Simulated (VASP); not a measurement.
# TaN (P4/mmm) in VASP: settings compared, part 2 of 2

VASP 6.6.1.

## Step 3: Single point, LDA+U

This run uses another cell than the first one, of 12.89 Å³/atom, 1.010 times its volume.

File INCAR:

```
SYSTEM = TaN
PREC = Accurate
ENCUT = 600
EDIFF = 1E-6
ISMEAR = -1
SIGMA = 0.05
LREAL = .False.
LASPH = .True.
NELM = 200
ALGO = Normal
ISIF = 2
LWAVE = .False.
LCHARG = .True.
LMAXMIX = 4
LDAU = .True.
LDAUTYPE = 2
LDAUL = 2 -1
LDAUU = 3 0
LDAUJ = 0 0
LDAUPRINT = 1
GGA = CA
LELF = .True.
LVHAR = .True.
NBANDS = 26
GGA_COMPAT = .False.
```

File KPOINTS:

```
Automatic mesh
0
Gamma
  8 8 6
  0 0 0
```

File POSCAR:

```
TaN
1.0
    4.1448343938      0.0000000000      0.0000000000
    0.0000000000      4.1448343938      0.0000000000
    0.0000000000      0.0000000000      3.0023452781
Ta N
2 2
Direct
    0.0000000000      0.0000000000      0.0000000000
    0.5000000000      0.5000000000      0.0000000000
    0.5000000000      0.0000000000      0.0000026280
    0.0000000000      0.5000000000      0.9999973720
```

Potentials or basis: VASP PAW LDA potentials, release 64 (Ta_sv_GW, N).

On the command line:

```sh
$ cat potpaw_LDA.64/Ta_sv_GW/POTCAR potpaw_LDA.64/N/POTCAR > POTCAR
$ mpirun -np 1 vasp_std > vasp.out
```

It took 64 s on 1 thread of Intel Xeon Platinum 8488C (Sapphire Rapids), shared host; peak memory 0.22 GiB.

Results (log left out):

```
Free energy            : -46.8221 eV
Pressure               : 5.9 GPa
Band gap on the k mesh : zero (band 18 reaches 11.80 eV, above the bottom of band 19 at 7.45 eV)
```

Stress tensor (GPa, compression positive):
```
7.94 0.00 0.00
0.00 7.94 0.00
0.00 0.00 1.73
```

Levels at points of the mesh, in eV from the Fermi level:
```tsv
k point	band 15	band 16	band 17	band 18	band 19	band 20	band 21	band 22
(0.00, 0.00, 0.00)	-2.64	-2.64	-2.15	-2.12	-1.51	1.24	1.24	2.71
(0.50, 0.00, 0.00)	-3.31	-3.31	-2.80	-2.80	2.26	2.26	2.36	2.36
(0.50, 0.50, 0.00)	-3.58	-3.58	-3.11	-3.11	4.03	4.03	4.23	4.23
(0.00, 0.00, 0.50)	-2.94	-2.71	-2.71	-2.36	-2.36	1.23	1.23	2.94
(0.50, 0.00, 0.50)	-4.19	-4.19	-1.14	-1.14	2.52	2.52	2.62	2.62
(0.50, 0.50, 0.50)	-6.27	-6.27	2.00	2.00	2.17	2.17	3.13	3.13
```

Eigenvalues of the final occupation matrices:
| site | spin | trace | eigenvalues |
| --- | --- | --- | --- |
| site 1 d | 1 | 1.15 | 0.17 0.17 0.23 0.27 0.32 |
| site 1 d | 2 | 1.15 | 0.17 0.17 0.23 0.27 0.32 |
| site 2 d | 1 | 1.15 | 0.17 0.17 0.23 0.27 0.32 |
| site 2 d | 2 | 1.15 | 0.17 0.17 0.23 0.27 0.32 |

Caveat: spin-orbit coupling is left out, which moves the levels of the heavy elements; U without spin polarisation on a metal has little footing.

## Step 4: Single point, LDA+U

This run uses another cell than the first one, of 13.17 Å³/atom, 1.032 times its volume.

File INCAR:

```
PREC = Accurate
ENCUT = 600
EDIFF = 1E-6
ISMEAR = -1
SIGMA = 0.05
LREAL = F
LASPH = T
NELM = 200
ALGO = Normal
ISIF = 2
LWAVE = F
LCHARG = T
LMAXMIX = 4
LDAU = T
LDAUTYPE = 2
LDAUL = 2 -1
LDAUU = 5 0
LDAUJ = 0 0
LDAUPRINT = 1
LELF = T
LVHAR = T
NBANDS = 26
GGA_COMPAT = F
```

File KPOINTS:

```
Automatic mesh
0
Gamma
  8 8 6
```

File POSCAR:

```
TaN
1.0
    4.1529675195      0.0000000000      0.0000000000
    0.0000000000      4.1529675195      0.0000000000
    0.0000000000      0.0000000000      3.0555312634
Ta N
2 2
Direct
    0.0000000000      0.0000000000      0.0000000000
    0.5000000000      0.5000000000      0.0000000000
    0.5000000000      0.0000000000     -0.0000026433
    0.0000000000      0.5000000000      1.0000026433
```

Potentials or basis: VASP PAW LDA potentials, release 64 (Ta_sv_GW, N).

On the command line:

```sh
$ cat potpaw_LDA.64/Ta_sv_GW/POTCAR potpaw_LDA.64/N/POTCAR > POTCAR
$ mpirun -np 1 vasp_std > vasp.out
```

OUTCAR:

```text
PREC = Accurate
   ENCUT = 600
   EDIFF = 1E-6
   ISMEAR = -1
   LREAL = F
   LASPH = T
   NELM = 200
   ISIF = 2

 ion  position               nearest neighbor table
   1  0.000  0.000  0.000-   3 2.08   4 2.08   4 2.08   3 2.08   2 2.94   2 2.94   2 2.94   2 2.94

   2  0.500  0.500  0.000-   3 2.08   4 2.08   3 2.08   4 2.08   1 2.94   1 2.94   1 2.94   1 2.94

   3  0.500  0.000  1.000-   1 2.08   2 2.08   2 2.08   1 2.08
   4  0.000  0.500  0.000-   1 2.08   2 2.08   1 2.08   2 2.08

  LATTYP: Found a simple tetragonal cell.
[... 976 lines left out ...]
     26      15.9914      0.00000

 [... further k-points ...]
[... 5 lines left out ...]
  --------------------------------------------------------------------------------------
  -------------------------------------------------------------------------------------
  Total        3.8817755      3.8817755      0.0737160      0.0000000      0.0000000      0.0000000
  in kB      118.0149952    118.0149952      2.2411386      0.0000000      0.0000000      0.0000000
  external PRESSURE =      79.4237096 kB  Pullay stress =       0.0000000 kB

 VOLUME and BASIS-vectors are now :
 -----------------------------------------------------------------------------
  energy-cutoff  :      600.00
  volume of cell :       52.70
      direct lattice vectors                 reciprocal lattice vectors
     4.152967519  0.000000000  0.000000000     0.240791674  0.000000000  0.000000000
     0.000000000  4.152967519  0.000000000     0.000000000  0.240791674  0.000000000
     0.000000000  0.000000000  3.055531263     0.000000000  0.000000000  0.327275329

 POSITION                                       TOTAL-FORCE (eV/Angst)
 -----------------------------------------------------------------------------------
      0.00000      0.00000      0.00000        -0.000000     -0.000000      0.000000
      2.07648      2.07648      0.00000         0.000000      0.000000     -0.000000
      2.07648      0.00000      3.05552        -0.000000     -0.000000      0.000000
      0.00000      2.07648      0.00001        -0.000000     -0.000000      0.000000
 -----------------------------------------------------------------------------------
    total drift:                                0.000000      0.000000     -0.000000

  FREE ENERGIE OF THE ION-ELECTRON SYSTEM (eV)
  ---------------------------------------------------
  free  energy   TOTEN  =       -43.4396231397 eV

  energy  without entropy=      -43.4244856819  energy(sigma->0) =      -43.43205441
```

Wall time 42 s (1 thread of Intel Xeon 6975P-C (Granite Rapids), shared host); peak memory 0.23 GiB.

Results:

| Property | Result |
| --- | --- |
| Free energy | -43.4396 eV |
| Pressure | 7.9 GPa |
| Band gap on the k mesh | zero (band 18 reaches 11.63 eV, above the bottom of band 19 at 7.31 eV) |

Eigenvalues of the final occupation matrices:
| site | spin | trace | eigenvalues |
| --- | --- | --- | --- |
| site 1 d | 1 | 1.09 | 0.15 0.15 0.22 0.26 0.32 |
| site 1 d | 2 | 1.09 | 0.15 0.15 0.22 0.26 0.32 |
| site 2 d | 1 | 1.09 | 0.15 0.15 0.22 0.26 0.32 |
| site 2 d | 2 | 1.09 | 0.15 0.15 0.22 0.26 0.32 |

Caveat: spin-orbit coupling is left out, which moves the levels of the heavy elements; U without spin polarisation on a metal has little footing.

## Step 5: Overview

| level | U | cell | gap on the mesh (eV) | pressure (GPa) |
| --- | --- | --- | --- | --- |
| LDA | - | a = 4.136, b = 4.136, c = 2.985 Å, 4 atoms | none | 0.9 |
| LDA+U | Ta d U = 3.0 eV | a = 4.145, b = 4.145, c = 3.002 Å, 4 atoms | none | 5.9 |
| LDA+U | Ta d U = 5.0 eV | a = 4.153, b = 4.153, c = 3.056 Å, 4 atoms | none | 7.9 |

Alike in all rows: task single point; potentials or basis VASP PAW LDA potentials, release 64 (Ta_sv_GW, N); no spin polarisation; k mesh 8 × 8 × 6; cutoff (eV) 600; smearing fermi-dirac 0.05 eV.

Caveats: spin-orbit coupling is left out, which moves the levels of the heavy elements; U without spin polarisation on a metal has little footing (some runs).

Total energies depend on the potentials used, so only differences within one code and one set of settings carry meaning.
